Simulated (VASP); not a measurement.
Ge, 2 atoms in the cell. It takes space group Fd-3m (No. 227, cubic). Conventional cell: a = 5.657 Å, b = 5.657 Å, c = 5.657 Å, α = 90.00°, β = 90.00°, γ = 90.00°. Within 3.2 Å of Ge (site symmetry -43m) lie 4 Ge at 2.45 Å. 

```yaml
Program: VASP 6.6.1
Task: relaxation of cell and atoms
Functional: PBE
Potentials_or_basis: VASP PAW PBE potentials, release 64 (Ge_d)
Cutoff: 600 eV
k_mesh: 12 × 12 × 12
Occupations: fermi-dirac, width 0.05 eV
Spin: no spin polarisation
Dipole_correction: no
Further_INCAR_settings: ALGO = Normal; EDIFF = 1e-06; IBRION = 2; EDIFFG = -0.01; NSW = 80; ISIF = 3
```

Potentials or basis: VASP PAW PBE potentials, release 64 (Ge_d).

Run with:

```bash
$ cat potpaw_PBE.64/Ge_d/POTCAR > POTCAR
$ mpirun -np 1 vasp_std > vasp.out
```

Hardware: 1 thread of Intel Xeon 8259CL, on a shared host.

**Question.** Estimate the wall time of this run.

**Answer.** It took 4.9 min on 1 thread of Intel Xeon 8259CL (shared host), peak memory 0.22 GiB. Counts: scf iterations 38, k points 72, ion steps 5.
